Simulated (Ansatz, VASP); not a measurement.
## Two plane-wave programs on InP3

Contents of INCAR:

```
ALGO = Normal ; EDIFF = 1E-6
ENCUT = 520 ; GGA = PS
ISIF = 2 ; ISMEAR = 0
LASPH = True ; LCHARG = False
LREAL = False ; LWAVE = False
NBANDS = 38 ; NELM = 80
PREC = Accurate ; SIGMA = 0.15
```

The input KPOINTS:

```
k-points
0
Gamma
  6 6 6
```

POSCAR

```
InP3
1.0
    3.5663873086      2.0590546726      3.1482012300
   -3.5663873086      2.0590546726      3.1482012300
    0.0000000000     -4.1181093453      3.1482012299
In P
2 6
Direct
    0.2732789115      0.2732789115      0.2732789115
    0.7267210885      0.7267210885      0.7267210885
    0.7947108827      0.2411926280      0.7947108827
    0.7947108827      0.7947108827      0.2411926280
    0.2411926280      0.7947108827      0.7947108827
    0.2052891173      0.7588073720      0.2052891173
    0.7588073720      0.2052891173      0.2052891173
    0.2052891173      0.2052891173      0.7588073720
```

Input for Ansatz:

```yaml
crystal:
  lattice:
    - [3.5663873086, 2.0590546726, 3.14820123]
    - [-3.5663873086, 2.0590546726, 3.14820123]
    - [0.0, -4.1181093453, 3.1482012299]
  atoms:
    - { symbol: In, position: [0.2732789115, 0.2732789115, 0.2732789115] }
    - { symbol: In, position: [0.7267210885, 0.7267210885, 0.7267210885] }
    - { symbol: P, position: [0.7947108827, 0.241192628, 0.7947108827] }
    - { symbol: P, position: [0.7947108827, 0.7947108827, 0.241192628] }
    - { symbol: P, position: [0.241192628, 0.7947108827, 0.7947108827] }
    - { symbol: P, position: [0.2052891173, 0.758807372, 0.2052891173] }
    - { symbol: P, position: [0.758807372, 0.2052891173, 0.2052891173] }
    - { symbol: P, position: [0.2052891173, 0.2052891173, 0.758807372] }
basis:
  ecutwfc: 420
kpoints:
  mp_grid: { grid: [6, 6, 6] }
hamiltonian:
  xc: pbesol
scf:
  occupations: { method: gaussian, width: 0.15 }
output:
  forces: true
  stress: true
  eigenvalues: true
  write_density: true
  write_potential: true
  elf: true
  volumetric_format: npy
```

Change from the starting cell: strain -0.040 along x and y, -0.040 along z, atoms carried along.

Alike in both runs: task single point; functional PBEsol; k mesh 6 × 6 × 6; occupations gaussian, width 0.15 eV; no spin polarisation.

|  | VASP | Ansatz |
| --- | --- | --- |
| version | VASP 6.6.1 | Ansatz 0.2.0 |
| potentials or method | VASP PAW PBE potentials, release 64 (In_d, P), cutoff 520 eV | scalar-relativistic, plane waves, PAW |
| valence electrons in the cell | 56 | 56 |

```tsv
	VASP	Ansatz	Ansatz less VASP
gap on the k mesh at the Fermi level (eV)	none	none	-
pressure (GPa)	13.9	13.9	+0.03
traceless stress, the component that is largest in VASP (GPa)	-2.57	-2.63	-0.054
rms of the force components (eV/Å)	0.581	0.597	+0.0163
```

VASP's potentials were made for PBE, not for PBEsol. Atom by atom the forces differ by 0.017 eV/Å (rms over components). A gap of «none» marks a metal or a gap that the smearing closes.
